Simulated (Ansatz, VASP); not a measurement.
**Two plane-wave programs on CaF2**

The input INCAR:

```
SYSTEM = CaF2
ALGO     = Normal         ! electronic algorithm
EDIFF    = 1E-6           ! SCF threshold, eV
ENCUT    = 600            ! plane-wave cutoff, eV
GGA      = PE             ! functional
GGA_COMPAT= .FALSE.      
ISIF     = 2              ! what is computed and relaxed
ISMEAR   = 0              ! smearing method
LASPH    = .TRUE.         ! aspherical terms in the spheres
LCHARG   = .TRUE.         ! write CHGCAR
LELF     = .TRUE.         ! ELF
LREAL    = .FALSE.        ! projectors in reciprocal space
LVHAR    = .TRUE.       
LWAVE    = .FALSE.        ! write WAVECAR
NBANDS   = 19             ! bands
NELM     = 120            ! most SCF steps
PREC     = Accurate       ! precision mode
SIGMA    = 0.01           ! smearing width, eV
```

File KPOINTS:

```
k-points
0
G
  5 5 5
  0 0 0
```

Contents of POSCAR:

```
CaF2
1.0
    0.0000000000      2.7080493351      2.7080493351
    2.7080493351      0.0000000000      2.7080493351
    2.7080493351      2.7080493351      0.0000000000
Ca F
1 2
Direct
    0.0000000000      0.0000000000      0.0000000000
    0.2500000000      0.2500000000      0.2500000000
    0.7500000000      0.7500000000      0.7500000000
```

Input for Ansatz:

```yaml
crystal:
  lattice:
    - [0.0, 2.708049335100598, 2.708049335100598]
    - [2.708049335100598, 0.0, 2.708049335100598]
    - [2.708049335100598, 2.708049335100598, 0.0]
  atoms:
    - { symbol: Ca, position: [0.0, 0.0, 0.0] }
    - { symbol: F, position: [0.25, 0.25, 0.25] }
    - { symbol: F, position: [0.75, 0.75, 0.75] }
accuracy: medium
kpoints:
  mp_grid:
    grid: [5, 5, 5]
hamiltonian:
  xc: pbe
  pseudopotentials:
    kind: nc
scf:
  lower_state_search: standard
  occupations:
    method: fixed
output:
  stress: true
```

Alike in both runs: task single point; functional PBE; k mesh 5 × 5 × 5; no spin polarisation.

|  | VASP | Ansatz |
| --- | --- | --- |
| version | VASP 6.6.1 | Ansatz 0.2.0 |
| potentials or method | VASP PAW PBE potentials, release 64 (Ca_sv, F) | plane waves, norm-conserving potentials |
| plane-wave cutoff (eV) | 600 | 1320 |
| occupations | gaussian, width 0.01 eV | fixed |
| valence electrons in the cell | 24 | 24 |

|  | VASP | Ansatz | Ansatz less VASP |
| --- | --- | --- | --- |
| pressure (GPa) | 4.8 | 4.5 | -0.36 |
